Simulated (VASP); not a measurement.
# TiO2: single point with r2SCAN

TiO2:

```xyz
3
Lattice="0.0000 2.3726 2.3726 2.3726 0.0000 2.3726 2.3726 2.3726 0.0000" Properties=species:S:1:pos:R:3 pbc="T T T"
Ti    0.0000    0.0000    0.0000
O     1.1863    1.1863    1.1863
O     3.5589    3.5589    3.5589
```

This cell differs from its parent crystal: volume changed by -3%.

```yaml
Program: VASP 6.6.1
Task: single point
Functional: r2SCAN
Potentials_or_basis: VASP PAW PBE potentials, release 64 (Ti_sv, O_h)
Cutoff: 910 eV
k_mesh: 8 × 8 × 8
Occupations: gaussian, width 0.01 eV
Spin: no spin polarisation
Dipole_correction: no
Second_run: hard_potentials
Further_INCAR_settings: ALGO = Normal; EDIFF = 1e-06; NBANDS = 19
```

The pressure is 10.3 GPa. The band gap on the k mesh is 1.58 eV, indirect (least direct gap 2.32 eV).

Levels at points of the mesh, in eV from the valence-band top:
```tsv
k point	band 8	band 9	band 10	band 11	band 12	band 13	band 14	band 15	band 16	band 17
(0.00, 0.00, 0.00)	-6.41	-6.41	-0.94	-0.94	-0.94	1.58	1.58	5.96	5.96	5.96
(0.50, 0.00, 0.00)	-5.23	-3.58	-3.41	-2.69	-2.69	1.92	1.92	3.33	5.54	5.54
(0.50, 0.50, 0.00)	-4.90	-4.90	-2.22	-2.22	0.00	2.32	2.34	3.38	4.66	4.66
```

Wall time 72 s on 1 thread of Intel(R) Xeon(R) 6975P-C (Granite Rapids), with other jobs on the host, peak memory 0.22 GiB.

Caveat: the cutoff is under 1.25 times the usual one of these potentials, so pressure, stress and relaxed cells hold a basis-set (Pulay) error; the PAW data sets were made with another functional, which shifts forces and pressure a little. A k mesh can miss the band edges.
